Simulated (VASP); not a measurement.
A run of VASP 6.6.1:

INCAR

```
  PREC = Accurate
  ENCUT = 520
  EDIFF = 1E-6
  ISMEAR = -1
  SIGMA = 0.02
  LREAL = False
  LASPH = True
  NELM = 80
  ALGO = Normal
  ISIF = 2
  LWAVE = False
  LCHARG = False
  LDIPOL = True
  IDIPOL = 3
  DIPOL = 0.5 0.5 0.500
  GGA = CA
  NBANDS = 51
```

Contents of KPOINTS:

```
Automatic mesh
0
Gamma
  8 8 1
```

The input POSCAR:

```
Ge
1.0
    3.9752393773      0.0000000000      0.0000000000
    0.0000000000      3.9752393773      0.0000000000
    0.0000000000      0.0000000000     23.0273000000
Ge
6
Direct
    0.7500000000      0.0000000000      0.3474137914
    0.2500000000      0.0000000000      0.4084482749
    0.2500000000      0.5000000000      0.4694827583
    0.7500000000      0.5000000000      0.5305172417
    0.7500000000      0.0000000000      0.5915517251
    0.2500000000      0.0000000000      0.6525862086
```

Potentials or basis: VASP PAW LDA potentials, release 64 (Ge_d).

Run with:

```bash
$ cat potpaw_LDA.64/Ge_d/POTCAR > POTCAR
$ mpirun -np 1 vasp_std > vasp.out
```

Hardware: 1 thread of Intel(R) Xeon(R) Platinum 8259CL CPU @ 2.50GHz (Skylake/Cascade Lake), on a shared host.

Question: Estimate the wall time of this run.

Answer: It took 11 min on 1 thread of Intel(R) Xeon(R) Platinum 8259CL CPU @ 2.50GHz (Skylake/Cascade Lake), with other jobs on the host, peak memory 0.51 GiB. Counts: scf iterations 24, k points 25.
